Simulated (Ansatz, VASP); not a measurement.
## SnSe in VASP and in Ansatz

INCAR

```
SYSTEM = SnSe
PREC = Accurate ; ENCUT = 520
EDIFF = 1E-6 ; ISMEAR = 0
SIGMA = 0.1 ; LREAL = .FALSE.
LASPH = .TRUE. ; NELM = 100
ALGO = Normal ; ISIF = 2
LWAVE = .FALSE. ; LCHARG = .FALSE.
GGA = PE ; NBANDS = 17
```

File KPOINTS:

```
regular mesh
0
G
  6 6 6
  0 0 0
```

File POSCAR:

```
SnSe
1.0
    0.0000000000      3.1211555600      3.1211555600
    3.1211555600      0.0000000000      3.1211555600
    3.1211555600      3.1211555600      0.0000000000
Sn Se
1 1
Direct
    0.0000000000      0.0000000000      0.0000000000
    0.7500000000      0.7500000000      0.7500000000
```

Input for Ansatz:

```yaml
crystal:
  lattice:
    - [0.0, 3.12115556, 3.12115556]
    - [3.12115556, 0.0, 3.12115556]
    - [3.12115556, 3.12115556, 0.0]
  atoms:
    - { symbol: Sn, position: [0.0, 0.0, 0.0] }
    - { symbol: Se, position: [0.75, 0.75, 0.75] }
basis:
  ecutwfc: 420
kpoints:
  mp_grid: { grid: [6, 6, 6] }
hamiltonian:
  xc: pbe
scf:
  occupations: { method: gaussian, width: 0.1 }
  lower_state_search: "off"
output:
  forces: true
  stress: true
  eigenvalues: true
```

Change from the starting cell: ordered vacancies on the anion sites of fluorite (F-43m, No. 216).

Alike in both runs: task single point; functional PBE; k mesh 6 × 6 × 6; occupations gaussian, width 0.1 eV; no spin polarisation.

```csv
,VASP,Ansatz
version,VASP 6.6.1,Ansatz 0.2.0
potentials or method,"VASP PAW PBE potentials, release 64 (Sn_d, Se), cutoff 520 eV","scalar-relativistic, plane waves, PAW"
valence electrons in the cell,20,30
```

|  | VASP | Ansatz | Ansatz less VASP |
| --- | --- | --- | --- |
| gap on the k mesh at the Fermi level (eV) | none | none | - |
| pressure (GPa) | 11.6 | 11.6 | -0.01 |

A gap of «none» marks a metal or a gap that the smearing closes. The functional is the same, so the differences come from potentials, cutoffs and numerics. VASP's potentials hold 20 valence electrons a cell and Ansatz's 30, so a difference there can come from the potentials and not from the codes.
